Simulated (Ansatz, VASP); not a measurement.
# Ru: VASP beside Ansatz

The input INCAR:

```
SYSTEM = Ru
PREC = Accurate
ENCUT = 500
EDIFF = 1E-6
ISMEAR = -1
SIGMA = 0.1
LREAL = .False.
LASPH = .True.
NELM = 120
ALGO = Normal
ISIF = 2
LWAVE = .False.
LCHARG = .False.
GGA = PS
NBANDS = 21
GGA_COMPAT = .False.
```

Contents of KPOINTS:

```
Automatic mesh
0
Gamma
  11 11 11
  0 0 0
```

The input POSCAR:

```
Ru
1.0
    0.0000000000      2.7312465047      2.7312465047
    2.7312465047      0.0000000000      2.7312465047
    2.7312465047      2.7312465047      0.0000000000
Ru
2
Direct
    0.1250000000      0.1250000000      0.1250000000
    0.8750000000      0.8750000000      0.8750000000
```

Input for Ansatz:

```yaml
crystal:
  lattice:
    - [0.0, 2.7312465047, 2.7312465047]
    - [2.7312465047, 0.0, 2.7312465047]
    - [2.7312465047, 2.7312465047, 0.0]
  atoms:
    - { symbol: Ru, position: [0.125, 0.125, 0.125] }
    - { symbol: Ru, position: [0.875, 0.875, 0.875] }
hamiltonian:
  xc: pbesol
  pseudopotentials:
    kind: paw
    azcp:
      Ru: "pseudopotentials/Ru.paw.azcp"
basis:
  ecutwfc: 420
  fft_grid_basis: typed
kpoints:
  mp_grid: { grid: [11, 11, 11], shift: [0, 0, 0] }
magnetization:
  spin_polarized: false
scf:
  occupations: { method: fermi_dirac, width: 0.1 }
  lower_state_search: "off"
output:
  stress: true
```

Alike in both runs: task single point; functional PBEsol; k mesh 11 × 11 × 11; occupations fermi-dirac, width 0.1 eV; no spin polarisation.

|  | VASP | Ansatz |
| --- | --- | --- |
| version | VASP 6.6.1 | Ansatz 0.2.0 |
| potentials or method | VASP PAW PBE potentials, release 64 (Ru_pv), cutoff 500 eV | plane waves (420 eV) with PAW, scalar-relativistic |
| valence electrons in the cell | 28 | 32 |

|  | VASP | Ansatz | Ansatz less VASP |
| --- | --- | --- | --- |
| pressure (GPa) | -6.3 | -6.5 | -0.22 |

VASP's potentials were made for PBE, not for PBEsol, and Ansatz warns of the same on its side. VASP's potentials hold 28 valence electrons a cell and Ansatz's 32, so a difference there can come from the potentials and not from the codes.
